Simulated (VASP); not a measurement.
Wanted: the native input for a VASP 6.6.1 run.

```yaml
Task: single point
Functional: PBEsol
Potentials_or_basis: VASP PAW PBE potentials, release 64 (Zn, Se)
Cutoff: 500 eV
k_mesh: 8 × 8 × 8
Occupations: gaussian, width 0.01 eV
Spin: non-collinear spin, zero start, spin-orbit coupling
Starting_moments: "[[0.0, 0.0, 0.0], [0.0, 0.0, 0.0]] μB"
Dipole_correction: no
Further_INCAR_settings: ALGO = Normal; EDIFF = 1e-06; NBANDS = 30
```

The structure of ZnSe (xso) lies in POSCAR:

```
ZnSe
1.0
    0.0000000000      2.8340000000      2.8340000000
    2.8340000000      0.0000000000      2.8340000000
    2.8340000000      2.8340000000      0.0000000000
Zn Se
1 1
Direct
    0.0000000000      0.0000000000      0.0000000000
    0.2500000000      0.2500000000      0.2500000000
```

One way to write it, as run:

INCAR

```
SYSTEM = ZnSe
PREC     = Accurate       ! precision mode
ENCUT    = 500            ! plane-wave cutoff, eV
EDIFF    = 1E-6           ! SCF threshold, eV
ISMEAR   = 0              ! smearing method
SIGMA    = 0.01           ! smearing width, eV
LREAL    = .False.        ! projectors in reciprocal space
LASPH    = .True.         ! aspherical terms in the spheres
NELM     = 200            ! most SCF steps
ALGO     = Normal         ! electronic algorithm
ISIF     = 2              ! what is computed and relaxed
LWAVE    = .False.        ! write WAVECAR
LCHARG   = .False.        ! write CHGCAR
MAGMOM   = 0 0 0 0 0 0    ! initial moments
LORBIT   = 11             ! projections on sites
LSORBIT  = .True.         ! spin-orbit coupling
GGA_COMPAT= .False.      
LORBMOM  = .True.       
GGA      = PS             ! functional
NBANDS   = 30             ! bands
```

KPOINTS

```
regular mesh
0
Gamma
  8 8 8
  0 0 0
```

Potentials or basis: VASP PAW PBE potentials, release 64 (Zn, Se).

The run is started by

```bash
$ cat potpaw_PBE.64/Zn/POTCAR potpaw_PBE.64/Se/POTCAR > POTCAR
$ mpirun -np 1 vasp_ncl > vasp.out
```

It gave:

| Property | Result |
| --- | --- |
| Pressure | -0.8 GPa |
| Net moment | 0.00 μB per cell |
| Valence electrons inside the program's atomic spheres | Zn 10.77; Se 3.88 |

Caveat: the PAW data sets were made with another functional, which shifts forces and pressure a little.

Wall time 77 s on 1 thread of Intel(R) Xeon(R) 6975P-C (Granite Rapids) (shared host), peak memory 0.31 GiB.
